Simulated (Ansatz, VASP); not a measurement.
# C in VASP and in Ansatz

```xyz
4
Lattice="2.4612 0.0000 0.0000 -1.2306 2.1315 0.0000 0.0000 0.0000 4.1980" Properties=species:S:1:pos:R:3 pbc="T T T"
C     0.0000    1.4210   -0.0008
C     1.2306    0.7105    2.0982
C     0.0000    1.4210    1.5709
C     1.2306    0.7105    3.6699
```

Change from the starting cell: strained cell.

Alike in both runs: task relaxation of the atoms; functional PBEsol; k mesh 9 × 9 × 6; occupations gaussian, width 0.02 eV; no spin polarisation.

|  | VASP | Ansatz |
| --- | --- | --- |
| version | VASP 6.6.1 | Ansatz 0.2.0 |
| potentials or method | VASP PAW PBE potentials, release 64 (C), cutoff 520 eV | scalar-relativistic, plane waves, PAW |
| valence electrons in the cell | 16 | 16 |

Ansatz gave:

```
gap on the k mesh at the Fermi level, each at its own relaxed structure (eV) : 2.92
```

Which values does VASP return?

gap on the k mesh at the Fermi level, each at its own relaxed structure (eV): 2.89.

VASP's potentials were made for PBE, not for PBEsol, and Ansatz warns of the same on its side. Ansatz's warnings: stress scf threshold loose.
